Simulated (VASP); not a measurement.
# CoSi (zincblende type) (F-43m) in VASP: a series of runs, part 2 of 2

VASP 6.6.1.

### 3 Single point, PBEsol, collinear spin, ferromagnetic start

The input, INCAR:

```
ALGO = Normal ; EDIFF = 1E-6
ENCUT = 520 ; GGA = PS
ISIF = 2 ; ISMEAR = -1
ISPIN = 2 ; LASPH = T
LCHARG = T ; LELF = T
LMAXMIX = 4 ; LORBIT = 11
LREAL = F ; LVHAR = T
LWAVE = F ; MAGMOM = 1.7 0
NBANDS = 18 ; NELM = 150
PREC = Accurate ; SIGMA = 0.08
```

The input, KPOINTS:

```
k-points
0
Gamma
  15 15 15
```

The input, POSCAR:

```
CoSi
1.0
    0.0000000000      2.0317526141      2.0317526141
    2.0317526141      0.0000000000      2.0317526141
    2.0317526141      2.0317526141      0.0000000000
Co Si
1 1
Direct
    0.0000000000      0.0000000000      0.0000000000
    0.2500000000      0.2500000000      0.2500000000
```

Potentials or basis: VASP PAW PBE potentials, release 64 (Co, Si).

The run is started by

```bash
$ cat potpaw_PBE.64/Co/POTCAR potpaw_PBE.64/Si/POTCAR > POTCAR
$ mpirun -np 1 vasp_std > vasp.out
```

OUTCAR:

```text
EDIFF = 1E-6
   ENCUT = 520
   GGA = PS
   ISIF = 2
   ISMEAR = -1
   ISPIN = 2
   LASPH = T
   LORBIT = 11
   LREAL = F
   NELM = 150
   PREC = Accurate

 ion  position               nearest neighbor table
   1  0.000  0.000  0.000-   2 1.76   2 1.76   2 1.76   2 1.76
   2  0.250  0.250  0.250-   1 1.76   1 1.76   1 1.76   1 1.76

  LATTYP: Found a face centered cubic cell.
 ALAT       =     4.0635052282

  Lattice vectors:

 A1 = (   0.0000000000,   2.0317526141,   2.0317526141)
 A2 = (   2.0317526141,   0.0000000000,   2.0317526141)
 A3 = (   2.0317526141,   2.0317526141,   0.0000000000)

Analysis of symmetry for initial positions (statically):
=====================================================================
 Subroutine PRICEL returns:
 Original cell was already a primitive cell.

 Routine SETGRP: Setting up the symmetry group for a
 face centered cubic supercell.

 Subroutine GETGRP returns: Found 24 space group operations
 (whereof 24 operations were pure point group operations)
 out of a pool of 48 trial point group operations.

The static configuration has the point symmetry T_d .

Analysis of symmetry for dynamics (positions and initial velocities):
=====================================================================
 Subroutine PRICEL returns:
 Original cell was already a primitive cell.

 Routine SETGRP: Setting up the symmetry group for a
 face centered cubic supercell.

 Subroutine GETGRP returns: Found 24 space group operations
 (whereof 24 operations were pure point group operations)
 out of a pool of 48 trial point group operations.

The dynamic configuration has the point symmetry T_d .

Analysis of structural, dynamic, and magnetic symmetry:
=====================================================================
 Subroutine PRICEL returns:
 Original cell was already a primitive cell.

 Routine SETGRP: Setting up the symmetry group for a
 face centered cubic supercell.

 Subroutine GETGRP returns: Found 24 space group operations
 (whereof 24 operations were pure point group operations)
[... 143 lines left out ...]

 Free energy of the ion-electron system (eV)
  ---------------------------------------------------
  ext. energy  EPLUGINS =         0.00000000
  ---------------------------------------------------
  free energy    TOTEN  =        -5.08655050 eV

  energy without entropy =       -5.07624708  energy(sigma->0) =       -5.08139879

 E-fermi :  16.0987     XC(G=0): -14.0559

 val. band max:       16.0908113915   @ k =  -0.3333   0.1333   0.0000
 cond. band min:      16.1105444474   @ k =  -0.4667   0.4667   0.0667
 fundamental gap:      0.0197330559
 Fermi energy:        16.0986681088

 spin component 1

 k-point     1 :       0.0000    0.0000    0.0000
  band No.  band energies     occupation
      1       1.2008      1.00000
      2      10.8791      1.00000
      3      10.8791      1.00000
      4      10.8791      1.00000
      5      12.7618      1.00000
      6      12.7618      1.00000
[... 493 lines left out ...]
     17      40.1973      0.00000
     18      40.5613      0.00000

 [... further k-points ...]

 spin component 2

 k-point     1 :       0.0000    0.0000    0.0000
  band No.  band energies     occupation
      1       1.2009      1.00000
      2      10.8797      1.00000
      3      10.8797      1.00000
      4      10.8797      1.00000
      5      12.7625      1.00000
      6      12.7625      1.00000
[... 493 lines left out ...]
     17      40.1974      0.00000
     18      40.5613      0.00000

 [... further k-points ...]
[... 5 lines left out ...]
  --------------------------------------------------------------------------------------
  -------------------------------------------------------------------------------------
  Total       29.1726661     29.1726661     29.1726661     -0.0000000     -0.0000000      0.0000000
  in kB     2786.4049108   2786.4049108   2786.4049108     -0.0000000     -0.0000000      0.0000000
  external PRESSURE =    2786.4049108 kB  Pullay stress =       0.0000000 kB

 VOLUME and BASIS-vectors are now :
 -----------------------------------------------------------------------------
  energy-cutoff  :      520.00
  volume of cell :       16.77
      direct lattice vectors                 reciprocal lattice vectors
     0.000000000  2.031752614  2.031752614    -0.246092953  0.246092953  0.246092953
     2.031752614  0.000000000  2.031752614     0.246092953 -0.246092953  0.246092953
     2.031752614  2.031752614  0.000000000     0.246092953  0.246092953 -0.246092953

 POSITION                                       TOTAL-FORCE (eV/Angst)
 -----------------------------------------------------------------------------------
      0.00000      0.00000      0.00000         0.000000      0.000000      0.000000
      1.01588      1.01588      1.01588        -0.000000     -0.000000     -0.000000
 -----------------------------------------------------------------------------------
    total drift:                                0.000000      0.000000     -0.000000

  FREE ENERGIE OF THE ION-ELECTRON SYSTEM (eV)
  ---------------------------------------------------
  free  energy   TOTEN  =        -5.0865504972 eV

  energy  without entropy=       -5.0762470815  energy(sigma->0) =       -5.08139879

 total charge

# of ion       s       p       d       tot
------------------------------------------
    1        0.871   0.870   8.563  10.305
    2        0.980   1.307   0.000   2.286
--------------------------------------------------
tot          1.851   2.176   8.563  12.591

 magnetization (x)

# of ion       s       p       d       tot
------------------------------------------
    1       -0.000  -0.000   0.000   0.000
    2        0.000  -0.000   0.000  -0.000
--------------------------------------------------
tot         -0.000  -0.000   0.000   0.000
```

OSZICAR:

```text
N       E                     dE             d eps       ncg     rms          rms(c)
DAV:   1     0.649691635178E+02    0.64969E+02   -0.51833E+03  8994   0.821E+02
DAV:   2    -0.178433684668E+01   -0.66754E+02   -0.59035E+02  9488   0.185E+02
DAV:   3    -0.525115785773E+01   -0.34668E+01   -0.34190E+01 10170   0.434E+01
DAV:   4    -0.528822856814E+01   -0.37071E-01   -0.37047E-01 10294   0.418E+00
DAV:   5    -0.528885754338E+01   -0.62898E-03   -0.62890E-03 10584   0.532E-01    0.185E+01
DAV:   6    -0.536810685204E+01   -0.79249E-01   -0.21396E+00 10524   0.203E+01    0.646E+00
DAV:   7    -0.519766770581E+01    0.17044E+00   -0.13098E+00 10202   0.180E+01    0.774E+00
DAV:   8    -0.508429232933E+01    0.11338E+00   -0.18797E-01 12496   0.582E+00    0.192E+00
DAV:   9    -0.508701666301E+01   -0.27243E-02   -0.13963E-02 10096   0.724E-01    0.515E-01
DAV:  10    -0.508672825687E+01    0.28841E-03   -0.51744E-04 11746   0.228E-01    0.172E-01
DAV:  11    -0.508654694416E+01    0.18131E-03   -0.22873E-04  9692   0.986E-02    0.645E-02
DAV:  12    -0.508655006365E+01   -0.31195E-05   -0.22299E-05  9960   0.411E-02    0.362E-02
DAV:  13    -0.508655049724E+01   -0.43359E-06   -0.21444E-06 10072   0.143E-02
   1 F= -.50865505E+01 E0= -.50813988E+01  d E =-.103034E-01  mag=     0.0004
```

Wall time 25 s (1 thread of Intel Xeon 6975P-C (Granite Rapids), shared host); peak memory 0.19 GiB.

Results:

```
Free energy                                           : -5.0866 eV
Pressure                                              : 278.6 GPa
Net moment                                            : 0.00 μB per cell
Valence electrons inside the program's atomic spheres : Co 10.30; Si 2.29
```

Caveat: the starting moments collapsed, and a magnetic state may lie lower; the PAW data sets were made with another functional, which shifts forces and pressure a little.

### 4 Relaxation of cell and atoms, PBEsol, collinear spin, ferromagnetic start, target pressure 270 GPa, at which the enthalpy is minimised

This run uses another cell than the first one, of 7.77 Å³/atom, 0.927 times its volume.

The input, INCAR:

```
ALGO = Normal
EDIFF = 1E-6
EDIFFG = -0.005
ENCUT = 600
GGA = PS
IBRION = 2
ISIF = 3
ISMEAR = -1
ISPIN = 2
LASPH = T
LCHARG = F
LMAXMIX = 4
LORBIT = 11
LREAL = F
LWAVE = F
MAGMOM = 1.7 0
NELM = 150
NSW = 60
PREC = Accurate
PSTRESS = 2700.0
SIGMA = 0.08
```

KPOINTS is that of step 3.

The input, POSCAR:

```
CoSi
1.0
    0.0000000000      1.9808617611      1.9808617611
    1.9808617611      0.0000000000      1.9808617611
    1.9808617611      1.9808617611      0.0000000000
Co Si
1 1
Direct
    0.0000000000      0.0000000000      0.0000000000
    0.2500000000      0.2500000000      0.2500000000
```

The run is started by

```bash
$ cat potpaw_PBE.64/Co/POTCAR potpaw_PBE.64/Si/POTCAR > POTCAR
$ mpirun -np 1 vasp_std > vasp.out
```

Run time: 88 s. Hardware: 1 thread of Intel Xeon 6975P-C (Granite Rapids), shared host; peak memory 0.19 GiB.

It converged, with:

| Quantity | Value |
| --- | --- |
| Free energy | -5.3353 eV |
| Relaxed volume | 8.46 Å³/atom |
| Relaxed cell | a = 2.882 Å, b = 2.882 Å, c = 2.882 Å, α = 60.00°, β = 60.00°, γ = 60.00° |
| Space group after relaxing (to 0.05 Å) | F-43m (No. 216) |
| Energy change on relaxing (the enthalpy is what falls) | -1344.9 meV/atom |
| Ionic steps | 15 |
| Pressure after relaxing | 270.1 GPa |
| Net moment | 0.00 μB per cell |
| Valence electrons inside the program's atomic spheres | Co 10.27; Si 2.28 |

Step by step:
| step | energy change (eV) | largest force (eV/Å) | pressure (GPa) | volume (Å³) |
| --- | --- | --- | --- | --- |
| 1 | 0.0000 | 0.0000 | 361.56 | 15.55 |
| 2 | -9.8446 | 0.0000 | 20.82 | 27.83 |
| 3 | -3.4059 | 0.0000 | 246.43 | 17.36 |
| 4 | -2.7347 | 0.0000 | 268.79 | 16.95 |
| 5 | -2.6862 | 0.0000 | 270.39 | 16.92 |
| 6 | -2.6866 | 0.0000 | 270.35 | 16.92 |
| 7 | -2.6876 | 0.0000 | 270.17 | 16.92 |
| 8 | -2.6876 | 0.0000 | 270.35 | 16.92 |
| 9 | -2.6876 | 0.0000 | 270.36 | 16.92 |
| 10 | -2.6876 | 0.0000 | 270.36 | 16.92 |
| 11 | -2.6877 | 0.0000 | 270.35 | 16.92 |
| 12 | -2.6878 | 0.0000 | 270.34 | 16.92 |
| 13 | -2.6881 | 0.0000 | 270.30 | 16.92 |
| 14 | -2.6887 | 0.0000 | 270.22 | 16.92 |
| 15 | -2.6898 | 0.0000 | 270.06 | 16.92 |

Final structure:
```
Co Si
1.0
     0.00000    2.03760    2.03760
     2.03760    0.00000    2.03760
     2.03760    2.03760    0.00000
Co Si
1 1
Direct
  0.00000 0.00000 0.00000
  0.25000 0.25000 0.25000
```

Levels at points of the mesh, in eV from the Fermi level:
Spin up:
| k point | band 2 | band 3 | band 4 | band 5 | band 6 | band 7 | band 8 | band 9 | band 10 | band 11 |
| --- | --- | --- | --- | --- | --- | --- | --- | --- | --- | --- |
| (0.00, 0.00, 0.00) | -5.16 | -5.16 | -5.16 | -3.28 | -3.28 | 9.59 | 9.59 | 9.59 | 13.31 | 13.31 |
Spin down:
| k point | band 4 | band 5 | band 6 | band 7 | band 8 | band 9 |
| --- | --- | --- | --- | --- | --- | --- |
| (0.00, 0.00, 0.00) | -5.16 | -3.28 | -3.28 | 9.59 | 9.59 | 9.59 |

Caveat: the starting moments collapsed, and a magnetic state may lie lower; the cell is relaxed towards a set pressure, so the enthalpy falls and the energy may rise; the PAW data sets were made with another functional, which shifts forces and pressure a little.
